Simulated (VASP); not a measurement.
## CaSe: single point with r2SCAN

Crystal: CaSe.

```xyz
2
Lattice="0.0000 2.9675 2.9675 2.9675 0.0000 2.9675 2.9675 2.9675 0.0000" Properties=species:S:1:pos:R:3 pbc="T T T"
Ca    0.0000    0.0000    0.0000
Se    2.9675    2.9675    2.9675
```

```json
{
 "Program": "VASP 6.6.1",
 "Task": "single point",
 "Functional": "r2SCAN",
 "Potentials or basis": "VASP PAW PBE potentials, release 64 (Ca_sv, Se)",
 "Cutoff": "520 eV",
 "k mesh": "6 × 6 × 6",
 "Occupations": "gaussian, width 0.01 eV",
 "Spin": "no spin polarisation",
 "Dipole correction": "no",
 "Further INCAR settings": "ALGO = Normal; EDIFF = 1e-06; NBANDS = 15"
}
```

| Property | Result |
| --- | --- |
| Pressure | 0.2 GPa |
| Band gap on the k mesh | 2.52 eV, indirect (least direct gap 3.46 eV) |

Levels at points of the mesh, in eV from the valence-band top:
```tsv
k point	band 5	band 6	band 7	band 8	band 9	band 10	band 11	band 12
(0.00, 0.00, 0.00)	-12.16	0.00	0.00	0.00	4.08	4.23	4.23	4.23
(0.50, 0.00, 0.00)	-11.45	-3.24	-1.17	-1.17	5.10	6.07	6.09	6.09
(0.50, 0.50, 0.00)	-11.57	-2.52	-0.94	-0.94	2.52	5.60	5.76	6.62
```

It took 31 s on 1 thread of Intel(R) Xeon(R) Platinum 8488C (Sapphire Rapids), with other jobs on the host, peak memory 0.19 GiB.

Caveat: the PAW data sets were made with another functional, which shifts forces and pressure a little. r2SCAN opens gaps a little over a GGA but as a rule still falls short of measured ones.
